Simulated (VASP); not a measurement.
# Ca: single point with r2SCAN

Crystal: Ca.

```
Ca
1.0
     0.00000    2.78350    2.78350
     2.78350    0.00000    2.78350
     2.78350    2.78350    0.00000
Ca
1
Direct
  0.00000 0.00000 0.00000
```

| Property | Result |
| --- | --- |
| Program | VASP 6.6.1 |
| Task | single point |
| Functional | r2SCAN |
| Potentials or basis | VASP PAW PBE potentials, release 64 (Ca_sv) |
| Cutoff | 520 eV |
| k mesh | 10 × 10 × 10 |
| Occupations | gaussian, width 0.01 eV |
| Spin | no spin polarisation |
| Dipole correction | no |
| Further INCAR settings | ALGO = Normal; EDIFF = 1e-07; NBANDS = 11 |

```json
{
  "Pressure": "0.0 GPa",
  "Band gap on the k mesh": "zero (bands 5 and 6 overlap by 0.48 eV)"
}
```

Levels at points of the mesh, in eV from the Fermi level:
| k point | band 2 | band 3 | band 4 | band 5 | band 6 | band 7 | band 8 | band 9 |
| --- | --- | --- | --- | --- | --- | --- | --- | --- |
| (0.00, 0.00, 0.00) | -23.89 | -23.89 | -23.89 | -4.27 | 2.65 | 2.65 | 2.65 | 3.75 |
| (0.50, 0.00, 0.00) | -24.02 | -23.91 | -23.91 | -0.96 | -0.32 | 2.51 | 2.51 | 4.45 |
| (0.50, 0.50, 0.00) | -24.02 | -23.94 | -23.94 | -0.41 | 0.74 | 0.88 | 4.44 | 4.64 |

Wall time 47 s on 1 thread of Intel(R) Xeon(R) 6975P-C (Granite Rapids), on a shared host, peak memory 0.17 GiB.

Caveat: the PAW data sets were made with another functional, which shifts forces and pressure a little.
